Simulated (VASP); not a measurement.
Runs of VASP 6.6.1 on Hf4N. The structure is that of space group Pm-3m (No. 221), or close to it. The cells are those of the table. 

| task | cell | k mesh | cutoff (eV) | smearing | gap on the mesh (eV) | pressure (GPa) | relaxed volume (Å³/atom) |
| --- | --- | --- | --- | --- | --- | --- | --- |
| relaxation of cell and atoms | relaxed from a = 4.512 Å, 5 atoms | 8 × 8 × 8 | 600 | fermi-dirac 0.15 eV | none | 0.0 | 18.30 |
| single point | a = 4.512 Å, 5 atoms | 4 × 4 × 4 | 520 | gaussian 0.1 eV | none | (a) | - |
| single point | a = 4.512 Å, 5 atoms | 8 × 8 × 8 | 520 | gaussian 0.1 eV | none | -0.8 | - |
| single point | a = 4.515 Å, 5 atoms | 8 × 8 × 8 | 520 | fermi-dirac 0.15 eV | none | -0.8 | - |
| relaxation of cell and atoms | relaxed from a = 4.512 Å, 5 atoms | 8 × 8 × 8 | 600 | gaussian 0.1 eV | none | 0.0 | 18.27 |

Alike in all rows: level PBE; potentials or basis VASP PAW PBE potentials, release 64 (Hf_pv, N); no spin polarisation.

Q: Fill in the values left out.

A: (a) -1.1.

Caveats: spin-orbit coupling is left out, which moves the levels of the heavy elements.

A k mesh can miss the band edges, and the runs leave out spin-orbit coupling on Hf.

A gap of «none» marks levels without a gap at the run's occupations.
